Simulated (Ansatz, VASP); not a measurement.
NbC2: VASP beside Ansatz

```
CELL_PARAMETERS angstrom
3.46268 0.00000 0.00000
-1.73134 2.99877 0.00000
0.00000 0.00000 5.79633
ATOMIC_POSITIONS crystal
Nb 0.33333 0.66667 0.00000
C 0.66667 0.33333 0.87046
C 0.66667 0.33333 0.12954
```

Change from the starting cell: species swapped into the WS2 type (P-6m2, No. 187).

Alike in both runs: functional PBE; k mesh 18 × 18 × 8; occupations gaussian, width 0.1 eV; no spin polarisation.

Ansatz relaxed the structure, and its values are those at the end. VASP's run is a single point on that final structure, the one shown.

```csv
,VASP,Ansatz
version,VASP 6.6.1,Ansatz 0.2.0
potentials or method,"VASP PAW PBE potentials, release 64 (Nb_sv, C), cutoff 520 eV","scalar-relativistic, plane waves, PAW"
valence electrons in the cell,21,21
```

Ansatz gave:

```
gap on the k mesh at the Fermi level (eV) : none
pressure (GPa)                            : 0.0
rms of the force components (eV/Å)        : 0.001
```

Task: Which values does VASP return?

Result: gap on the k mesh at the Fermi level (eV): none; pressure (GPa): 0.0; rms of the force components (eV/Å): 0.030.

A gap of «none» marks a metal or a gap that the smearing closes.
